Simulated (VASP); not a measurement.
MoS2:

```
CELL_PARAMETERS angstrom
1.57453 0.90905 6.12872
-1.57453 0.90905 6.12872
0.00000 -1.81812 6.12872
ATOMIC_POSITIONS crystal
Mo 0.00000 0.00000 0.00000
S 0.25000 0.25000 0.25000
S 0.41700 0.41700 0.41700
```

- Program: VASP 6.6.1
- Task: relaxation of cell and atoms
- Functional: r2SCAN
- Potentials or basis: VASP PAW PBE potentials, release 64 (Mo_sv, S)
- Cutoff: 600 eV
- k mesh: 8 × 8 × 8
- Occupations: fermi-dirac, width 0.0368 eV
- Spin: no spin polarisation

At the start: pressure 6.0 GPa; volume 17.54 Å³/atom.

Question: Where does the relaxation end?

Answer: Over 14 steps the energy falls by 15.2 meV/atom and the volume is 18.96 Å³/atom (+8.1 %); space group R3m (No. 160, to 0.1 Å) before and after.

Step by step:
```csv
step,energy change (eV),largest force (eV/Å),pressure (GPa),volume (Å³)
1,0.0000,0.5498,6.03,52.63
2,0.1069,1.4936,-9.49,57.83
3,-0.0332,0.2140,0.17,54.26
4,-0.0332,0.1994,0.29,54.22
5,-0.0359,0.1057,0.11,54.56
6,-0.0361,0.0735,0.04,54.69
7,-0.0380,0.0555,0.06,54.89
8,-0.0418,0.1475,0.19,55.46
9,-0.0423,0.4216,0.60,56.61
10,-0.0431,0.3149,0.44,56.16
11,-0.0440,0.2585,0.32,56.31
12,-0.0454,0.0895,-0.05,56.73
13,-0.0455,0.0578,-0.18,56.89
14,-0.0456,0.0292,-0.08,56.87
```

Final structure:
```
Mo S
1.0
     1.59291    0.91966    6.47054
    -1.59291    0.91966    6.47054
     0.00000   -1.83934    6.47054
Mo S
1 2
Direct
  0.00010 0.00010 0.00010
  0.25343 0.25343 0.25343
  0.41347 0.41347 0.41347
```

Caveat: the PAW data sets were made with another functional, which shifts forces and pressure a little.
